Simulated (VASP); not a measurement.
Set up this calculation in VASP 6.6.1, as the native input.

```yaml
Task: single point
Functional: PBE
Dispersion: D3(BJ)
Potentials_or_basis: VASP PAW PBE potentials, release 64 (Pb_d)
Cutoff: 520 eV
k_mesh: 12 × 12 × 7
Occupations: gaussian, width 0.1 eV
Spin: no spin polarisation
Dipole_correction: no
Further_INCAR_settings: ALGO = Fast; EDIFF = 1e-06; NBANDS = 21
```

The structure of Pb lies in POSCAR:

```
Pb
1.0
    3.6697414728      0.0000000000      0.0000000000
   -1.8348707364      3.1780893408      0.0000000000
    0.0000000000      0.0000000000      5.4988168682
Pb
2
Direct
    0.6666666667      0.3333333333      0.2500000000
    0.3333333333      0.6666666667      0.7500000000
```

The input as run:

INCAR

```
SYSTEM = Pb
  PREC = Accurate
  ENCUT = 520
  EDIFF = 1E-6
  ISMEAR = 0
  SIGMA = 0.1
  LREAL = .False.
  LASPH = .True.
  NELM = 80
  ALGO = Fast
  ISIF = 2
  LWAVE = .False.
  LCHARG = .False.
  GGA = PE
  IVDW = 12
  NBANDS = 21
```

KPOINTS

```
regular mesh
0
Gamma
  12 12 7
  0 0 0
```

Potentials or basis: VASP PAW PBE potentials, release 64 (Pb_d).

Run with:

```console
$ cat potpaw_PBE.64/Pb_d/POTCAR > POTCAR
$ mpirun -np 1 vasp_std > vasp.out
```

Results of the run:

- Pressure: -2.1 GPa
- Band gap on the k mesh: zero (band 14 reaches 11.37 eV, above the bottom of band 15 at 4.71 eV)
- Dispersion energy per atom: -0.387 eV

Caveat: spin-orbit coupling is left out, which moves the levels of the heavy elements; pairwise dispersion overbinds metals, which lowers pressure and volume.

Wall time 52 s on 1 thread of AMD EPYC 9R14 (Zen 4), on a shared host, peak memory 0.2 GiB.
